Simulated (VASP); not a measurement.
A run of VASP 6.6.1 is set up as follows.

The input INCAR:

```
SYSTEM = AlN
PREC     = Accurate       ! precision mode
ENCUT    = 600            ! plane-wave cutoff, eV
EDIFF    = 1E-8           ! SCF threshold, eV
ISMEAR   = 1              ! smearing method
SIGMA    = 0.01           ! smearing width, eV
LREAL    = .FALSE.        ! projectors in reciprocal space
LASPH    = .TRUE.         ! aspherical terms in the spheres
NELM     = 80             ! most SCF steps
ALGO     = Normal         ! electronic algorithm
ISIF     = 3              ! what is computed and relaxed
LWAVE    = .FALSE.        ! write WAVECAR
LCHARG   = .TRUE.         ! write CHGCAR
GGA      = PE             ! functional
NBANDS   = 16             ! bands
IBRION   = 6              ! ionic algorithm
NFREE    = 2            
POTIM    = 0.015          ! step
NSW      = 1              ! ionic steps
```

KPOINTS

```
Automatic mesh
0
G
  10 10 5
  0 0 0
```

Contents of POSCAR:

```
AlN
1.0
    3.1302202761      0.0000000000      0.0000000000
   -1.5651101380      2.7108502785      0.0000000000
    0.0000000000      0.0000000000      5.0180089302
Al N
2 2
Direct
    0.3333333333      0.6666666667     -0.0007705374
    0.6666666667      0.3333333333      0.4992294626
    0.3333333333      0.6666666667      0.3807705374
    0.6666666667      0.3333333333      0.8807705374
```

Potentials or basis: VASP PAW PBE potentials, release 64 (Al, N).

Launch:

```sh
$ cat potpaw_PBE.64/Al/POTCAR potpaw_PBE.64/N/POTCAR > POTCAR
$ mpirun -np 1 vasp_std > vasp.out
```

Problem. Estimate the Voigt bulk modulus.

Solution. 193 GPa.

Problem. What does it give for the highest phonon frequency at Γ, LO-TO splitting left out?

Solution. 706 cm⁻¹.

Clamped-ion elastic tensor (GPa):
```
437  96  61   0   0   0
 96 437  61   0   0   0
 61  61 432   0   0   0
  0   0   0 124   0   0
  0   0   0   0 124   0
  0   0   0   0   0 170
```
